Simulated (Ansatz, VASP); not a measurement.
Two plane-wave programs on NaHf3NbBi3

```
Na Hf Nb Bi
1.0
     7.03631    0.00000    0.00000
    -3.51815    6.09362    0.00000
     0.00000    0.00000    7.86424
Na Hf Nb Bi
1 3 1 3
Direct
  0.33333 0.66667 0.00000
  0.52811 0.47189 0.50000
  0.52811 0.05622 0.50000
  0.94378 0.47189 0.50000
  0.33333 0.66667 0.50000
  0.66667 0.33333 0.19080
  0.66667 0.33333 0.80920
  0.00000 0.00000 0.00000
```

Alike in both runs: functional PBE; k mesh 3 × 3 × 3; occupations gaussian, width 0.2 eV; no spin polarisation.

Ansatz relaxed the structure, and its values are those at the end. VASP's run is a single point on that final structure, the one shown.

|  | VASP | Ansatz |
| --- | --- | --- |
| version | VASP 6.6.1 | Ansatz 0.2.0 |
| potentials or method | VASP PAW PBE potentials, release 64 (Na_pv, Hf_pv, Nb_sv, Bi_d), cutoff 500 eV | scalar-relativistic, plane waves, PAW |
| valence electrons in the cell | 95 | 145 |

```csv
,VASP,Ansatz,Ansatz less VASP
gap on the k mesh at the Fermi level (eV),none,none,-
pressure (GPa),0.2,0.3,+0.17
rms of the force components (eV/Å),0.021,0.003,-0.0181
```

A gap of «none» marks a metal or a gap that the smearing closes. With one functional, cell and mesh, what is left measures potentials, basis and numerics. VASP's potentials hold 95 valence electrons a cell and Ansatz's 145, so a difference there can come from the potentials and not from the codes.

Neither program's run includes spin-orbit coupling.
